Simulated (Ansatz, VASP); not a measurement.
## Two plane-wave programs on MgO

```xyz
4
Lattice="3.1127 0.0000 0.0000 -1.5564 2.6957 0.0000 0.0000 0.0000 5.6269" Properties=species:S:1:pos:R:3 pbc="T T T"
Mg    0.0000    1.7971    0.0122
Mg    1.5564    0.8986    2.8256
O     0.0000    1.7971    2.2645
O     1.5564    0.8986    5.0779
```

Alike in both runs: task single point; functional PBE; k mesh 9 × 9 × 6; occupations gaussian, width 0.05 eV; no spin polarisation.

```csv
,VASP,Ansatz
version,VASP 6.6.1,Ansatz 0.2.0
potentials or method,"VASP PAW PBE potentials, release 64 (Mg, O), cutoff 520 eV","scalar-relativistic, plane waves, PAW"
valence electrons in the cell,16,32
```

|  | VASP | Ansatz | Ansatz less VASP |
| --- | --- | --- | --- |
| gap on the k mesh at the Fermi level (eV) | 3.66 | 3.67 | +0.016 |
| least direct gap on the mesh (eV) | 3.66 | 3.67 | +0.016 |
| pressure (GPa) | 10.7 | 10.9 | +0.22 |
| traceless stress, the component that is largest in VASP (GPa) | -22.01 | -21.69 | +0.325 |
| rms of the force components (eV/Å) | 0.660 | 0.651 | -0.0090 |

Atom by atom the forces differ by 0.009 eV/Å (rms over components). VASP's potentials hold 16 valence electrons a cell and Ansatz's 32, so a difference there can come from the potentials and not from the codes.
